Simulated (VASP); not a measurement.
# MoS2 in VASP: further runs

Runs on MoS2. Level: r2SCAN. Tasks: single point.

Everything below comes from runs of VASP 6.6.1. Logs are shortened: lines on timing, memory, paths and dates and some standing lists are left out, and cuts for length are marked.

## (1) The cell of the first run

The cell holds a slab with vacuum, 3 atoms: a = 3.152 Å, b = 3.152 Å, c = 17.687 Å, α = 90.00°, β = 90.00°, γ = 120.00°.

## (2) Single point, r2SCAN

File POSCAR:

```
MoS2
1.0
    3.1522847400      0.0000000000      0.0000000000
   -1.5761423700      2.7299586600      0.0000000000
    0.0000000000      0.0000000000     17.6865625957
Mo S
1 2
Direct
    0.0000000000      0.0000000000      0.0000000000
    0.3333333333      0.6666666667      0.0894930000
    0.3333333333      0.6666666667      0.9105070000
```

File INCAR.step1:

```
ALGO     = Normal         # electronic algorithm
EDIFF    = 1E-5           # SCF threshold, eV
ENCUT    = 550            # plane-wave cutoff, eV
GGA      = PE             # functional
GGA_COMPAT= F            
ISMEAR   = -1             # smearing method
LASPH    = T              # aspherical terms in the spheres
LCHARG   = F              # write CHGCAR
LREAL    = F              # projectors in reciprocal space
LWAVE    = T              # write WAVECAR
NBANDS   = 20             # bands
NELM     = 120            # most SCF steps
PREC     = Accurate       # precision mode
SIGMA    = 0.3            # smearing width, eV
```

File INCAR.step2:

```
ALGO     = Normal         # electronic algorithm
EDIFF    = 1E-6           # SCF threshold, eV
ENCUT    = 550            # plane-wave cutoff, eV
GGA_COMPAT= F            
ISIF     = 2              # what is computed and relaxed
ISMEAR   = -1             # smearing method
ISTART   = 1            
LASPH    = T              # aspherical terms in the spheres
LCHARG   = F              # write CHGCAR
LMIXTAU  = T            
LREAL    = F              # projectors in reciprocal space
LWAVE    = F              # write WAVECAR
METAGGA  = R2SCAN         # meta-GGA
NBANDS   = 20             # bands
NELM     = 120            # most SCF steps
PREC     = Accurate       # precision mode
SIGMA    = 0.3            # smearing width, eV
```

File KPOINTS:

```
k-points
0
Gamma
  12 12 2
```

Potentials or basis: VASP PAW PBE potentials, release 64 (Mo_sv, S).

The run is started by

```
cat potpaw_PBE.64/Mo_sv/POTCAR potpaw_PBE.64/S/POTCAR > POTCAR
cp INCAR.step1 INCAR
mpirun -np 1 vasp_std > vasp.out
cp INCAR.step2 INCAR
mpirun -np 1 vasp_std > vasp.out
```

OUTCAR:

```text
EDIFF = 1E-6
   ENCUT = 550
   ISIF = 2
   ISMEAR = -1
   ISTART = 1
   LASPH = T
   LREAL = F
   METAGGA = R2SCAN
   NELM = 120
   PREC = Accurate

 ion  position               nearest neighbor table
   1  0.000  0.000  0.000-   2 2.41   3 2.41   2 2.41   3 2.41   2 2.41   3 2.41
   2  0.333  0.667  0.089-   1 2.41   1 2.41   1 2.41
   3  0.333  0.667  0.911-   1 2.41   1 2.41   1 2.41

  LATTYP: Found a hexagonal cell.
 ALAT       =     3.1522847400
 C/A-ratio  =     5.6107122467

  Lattice vectors:

 A1 = (   3.1522847400,   0.0000000000,   0.0000000000)
 A2 = (  -1.5761423700,   2.7299586600,   0.0000000000)
 A3 = (   0.0000000000,   0.0000000000,  17.6865625957)

Analysis of symmetry for initial positions (statically):
=====================================================================
 Subroutine PRICEL returns:
 Original cell was already a primitive cell.

 Routine SETGRP: Setting up the symmetry group for a
 hexagonal supercell.

 Subroutine GETGRP returns: Found 12 space group operations
 (whereof 12 operations were pure point group operations)
 out of a pool of 24 trial point group operations.

The static configuration has the point symmetry D_3h.

Analysis of symmetry for dynamics (positions and initial velocities):
=====================================================================
 Subroutine PRICEL returns:
 Original cell was already a primitive cell.

 Routine SETGRP: Setting up the symmetry group for a
 hexagonal supercell.

 Subroutine GETGRP returns: Found 12 space group operations
 (whereof 12 operations were pure point group operations)
 out of a pool of 24 trial point group operations.

The dynamic configuration has the point symmetry D_3h.

 Subroutine INISYM returns: Found 12 space group operations
 (whereof 12 operations are pure point group operations),
 and found     1 'primitive' translations

----------------------------------------------------------------------------------------

                                     Primitive cell

  volume of cell :     152.2036

  direct lattice vectors                    reciprocal lattice vectors
[... 81 lines left out ...]
   ISTART =      1    job   : 0-new  1-cont  2-samecut
   ICHARG =      0    charge: 1-file 2-atom 10-const
   ISPIN  =      1    spin polarized calculation?
   LNONCOLLINEAR =      F non collinear calculations
   LSORBIT =      F    spin-orbit coupling
   LASPH  =      T    aspherical Exc in radial PAW
   ENCUT  =  550.0 eV  40.42 Ry    6.36 a.u.   6.03  6.03 33.82*2*pi/ulx,y,z
   NELM   =    120;   NELMIN=  2; NELMDL=  0     # of ELM steps
   EDIFF  = 0.1E-05   stopping-criterion for ELM
   LREAL  =      F    real-space projection
   EDIFFG = 0.1E-04   stopping-criterion for IOM
   NSW    =      0    number of steps for IOM
   IBRION =     -1    ionic relax: 0-MD 1-quasi-New 2-CG
   NFREE  =      0    steps in history (QN), initial steepest desc. (CG)
   ISIF   =      2    stress and relaxation
   ISYM   =      2    0-nonsym 1-usesym 2-fastsym
   POTIM  = 0.5000    time-step for ionic-motion
   TEBEG  =    0.0;   TEEND  =   0.0 temperature during run
   PSTRESS=    0.0 pullay stress
   NELECT =      26.0000    total number of electrons
   NUPDOWN=      -1.0000    fix difference up-down
   EMIN   =  10.00;   EMAX   =-10.00  energy-range for DOS
   EFERMI =   0.00;   METHOD = LEGACY
   ISMEAR =    -1;   SIGMA  =   0.30  broadening in eV -4-tet -1-fermi 0-gaus
   EFERMI_NEDOS =   21; number of points for ismear=-14 and -15
   IALGO  =     38    algorithm
   IMIX   =      4    mixing-type and parameters
     AMIX     =   0.40;   BMIX     =  1.00
     AMIX_MAG =   1.60;   BMIX_MAG =  1.00
  volume/ion in A,a.u.               =      50.73       342.37
  Fermi-wavevector in a.u.,A,eV,Ry     =   0.908359  1.716550 11.226391  0.825116
  Thomas-Fermi vector in A             =   2.032276
   LORBIT       =      0    0 simple, 1 ext, 2 COOP (PROOUT), +10 PAW based schemes
   METAGGA = R2SCAN    functional components
   LHFCALC =     F    Hartree Fock is set to
   AEXX    =    0.0000 exact exchange contribution
   IVDW    =     0    specifies the selected vdW correction
   LEPSILON=     F    determine dielectric tensor
   LRPA    =     F    only Hartree local field effects (RPA)
 non-spin polarized calculation
  energy-cutoff  :      550.00
  volume of cell :      152.20
 maximum number of plane-waves:      4536
   NGX = 13   NGY = 13   NGZ = 67

 number of electron      25.9999999 magnetization

 Free energy of the ion-electron system (eV)
  ---------------------------------------------------
  ext. energy  EPLUGINS =         0.00000000
  ---------------------------------------------------
  free energy    TOTEN  =       -44.99652104 eV

  energy without entropy =      -44.91898519  energy(sigma->0) =      -44.95775311

 E-fermi :  -0.7146     XC(G=0):  -4.4099

 val. band max:       -1.5851777935   @ k =   0.3333   0.3333   0.5000
 cond. band min:       0.3397628696   @ k =   0.3333   0.3333   0.0000
 fundamental gap:      1.9249406631
 Fermi energy:        -0.7146333245

 k-point     1 :       0.0000    0.0000    0.0000
  band No.  band energies     occupation
      1     -64.3789      2.00000
      2     -37.8064      2.00000
      3     -37.5546      2.00000
      4     -37.5546      2.00000
      5     -16.3980      2.00000
      6     -15.0815      2.00000
[... 541 lines left out ...]
     19       6.4579      0.00000
     20       6.8240      0.00000

 [... further k-points ...]

------------------------ aborting loop because EDIFF is reached ----------------------------------------

  FORCE on cell =-STRESS in cart. coord.  units (eV):
  Direction    XX          YY          ZZ          XY          YZ          ZX
  --------------------------------------------------------------------------------------
  -------------------------------------------------------------------------------------
  Total        0.6747175      0.6747175     -1.1824717      0.0000000      0.0000000      0.0000000
  in kB        7.1024411      7.1024411    -12.4473359      0.0000000      0.0000000      0.0000000
  external PRESSURE =       0.5858488 kB  Pullay stress =       0.0000000 kB

 VOLUME and BASIS-vectors are now :
 -----------------------------------------------------------------------------
  energy-cutoff  :      550.00
  volume of cell :      152.20
      direct lattice vectors                 reciprocal lattice vectors
     3.152284740  0.000000000  0.000000000     0.317230226  0.183152957  0.000000000
    -1.576142370  2.729958660  0.000000000     0.000000000  0.366305913  0.000000000
     0.000000000  0.000000000 17.686562596     0.000000000  0.000000000  0.056540099

 POSITION                                       TOTAL-FORCE (eV/Angst)
 -----------------------------------------------------------------------------------
      0.00000      0.00000      0.00000        -0.000000      0.000000      0.000000
     -0.00000      1.81997      1.58282        -0.000000     -0.000000     -0.368230
     -0.00000      1.81997     16.10374         0.000000      0.000000      0.368230
 -----------------------------------------------------------------------------------
    total drift:                                0.000003     -0.000002     -0.000000

  FREE ENERGIE OF THE ION-ELECTRON SYSTEM (eV)
  ---------------------------------------------------
  free  energy   TOTEN  =       -44.9965210386 eV

  energy  without entropy=      -44.9189851880  energy(sigma->0) =      -44.95775311
```

OUTCAR.step1:

```text
EDIFF = 1E-5
   ENCUT = 550
   GGA = PE
   ISMEAR = -1
   LASPH = T
[... 776 lines left out ...]
      0.00000      0.00000      0.00000         0.000000      0.000000      0.000000
     -0.00000      1.81997      1.58282        -0.000000     -0.000000     -0.153456
     -0.00000      1.81997     16.10374        -0.000000      0.000000      0.153456
 -----------------------------------------------------------------------------------
    total drift:                                0.000000     -0.000000     -0.000000

  FREE ENERGIE OF THE ION-ELECTRON SYSTEM (eV)
  ---------------------------------------------------
  free  energy   TOTEN  =       -21.8600690141 eV

  energy  without entropy=      -21.7618027647  energy(sigma->0) =      -21.81093589
```

Run time: 20 min. Hardware: 1 thread of Oxide Virtual Turin-like, shared host; peak memory 0.34 GiB.

Results:

- Free energy: -44.9965 eV
- Largest force: 0.368 eV/Å
- Band gap on the k mesh: 1.93 eV

Forces in eV/Å, atoms in the order of the input:
```
Mo   0.000  0.000  0.000
S    0.000  0.000 -0.368
S    0.000  0.000  0.368
```

Caveat: so wide a smearing shifts energies and pressures; there is no dipole correction, which matters where the two faces differ; the PAW data sets were made with another functional, which shifts forces and pressure a little.

(Part 1 of 2 ends here.)
